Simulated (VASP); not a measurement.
Input of a VASP 6.6.1 run:

The input INCAR:

```
SYSTEM = CuAu
  PREC = Accurate
  ENCUT = 520
  EDIFF = 1E-7
  ISMEAR = -1
  SIGMA = 0.08
  LREAL = .False.
  LASPH = .True.
  NELM = 150
  ALGO = Normal
  ISIF = 2
  LWAVE = .False.
  LCHARG = .False.
  ISPIN = 2
  MAGMOM = 0.05 0
  LORBIT = 11
  NUPDOWN = 0.05
  LMAXMIX = 4
  NBANDS = 22
```

File KPOINTS:

```
Automatic mesh
0
Gamma
  12 12 9
  0 0 0
```

File POSCAR:

```
CuAu
1.0
    2.8107494552      0.0000000000      0.0000000000
    0.0000000000      2.8107494552      0.0000000000
    0.0000000000      0.0000000000      3.6850000000
Cu Au
1 1
Direct
    0.5000000000      0.5000000000      0.5000000000
    0.0000000000      0.0000000000      0.0000000000
```

Potentials or basis: VASP PAW LDA potentials, release 64 (Cu, Au).

Run with:

```console
$ cat potpaw_LDA.64/Cu/POTCAR potpaw_LDA.64/Au/POTCAR > POTCAR
$ mpirun -np 1 vasp_std > vasp.out
```

Question: Estimate the pressure.

Answer: -8.5 GPa.

Stress tensor (GPa, compression positive):
```
-8.15  0.00  0.00
 0.00 -8.15  0.00
 0.00  0.00 -9.16
```

Caveat: the cell stands under tension; the total moment is fixed, so each spin has its own Fermi level.
